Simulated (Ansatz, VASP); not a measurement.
CdSe: VASP beside Ansatz

```xyz
2
Lattice="0.0000 3.0703 3.0703 3.0703 0.0000 3.0703 3.0703 3.0703 0.0000" Properties=species:S:1:pos:R:3 pbc="T T T"
Cd    0.0000    0.0000    0.0000
Se    4.6054    4.6054    4.6054
```

Alike in both runs: task single point; functional LDA; k mesh 6 × 6 × 6; occupations gaussian, width 0.05 eV; no spin polarisation.

|  | VASP | Ansatz |
| --- | --- | --- |
| version | VASP 6.6.1 | Ansatz 0.2.0 |
| potentials or method | VASP PAW LDA potentials, release 64 (Cd, Se), cutoff 520 eV | plane waves, PAW |
| valence electrons in the cell | 18 | 36 |

Ansatz gave:

| Quantity | Value |
| --- | --- |
| pressure (GPa) | -3.3 |

What did VASP give for the same quantities?

Pressure (GPa): -2.9.

LDA's correlation is that of Perdew and Zunger in VASP and of Perdew and Wang (1992) in Ansatz. VASP's potentials hold 18 valence electrons a cell and Ansatz's 36, so a difference there can come from the potentials and not from the codes.
